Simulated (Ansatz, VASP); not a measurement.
**TiAl5 in VASP and in Ansatz**

```
Ti Al
1.0
     2.87254    0.00000    0.00000
    -1.43627    2.48770    0.00000
     0.00000    0.00000   13.96450
Ti Al
1 5
Cartesian
  0.0000 0.0000 0.0000
  1.4363 0.8292 2.2672
  0.0000 0.0000 4.5871
  1.4363 0.8292 6.9822
  0.0000 0.0000 9.3774
  1.4363 0.8292 11.6973
```

Change from the starting cell: species swapped into the Li5Mg type (P-6m2, No. 187).

Alike in both runs: functional PBE; k mesh 18 × 18 × 4; occupations gaussian, width 0.1 eV; no spin polarisation.

Ansatz relaxed the structure, and its values are those at the end. VASP's run is a single point on that final structure, the one shown.

```csv
,VASP,Ansatz
version,VASP 6.6.1,Ansatz 0.2.0
potentials or method,"VASP PAW PBE potentials, release 64 (Ti_sv, Al), cutoff 520 eV","scalar-relativistic, plane waves, PAW"
valence electrons in the cell,27,27
```

|  | VASP | Ansatz | Ansatz less VASP |
| --- | --- | --- | --- |
| gap on the k mesh at the Fermi level (eV) | none | none | - |
| pressure (GPa) | -0.1 | 0.0 | +0.05 |

A gap of «none» marks a metal or a gap that the smearing closes. With one functional, cell and mesh, what is left measures potentials, basis and numerics.
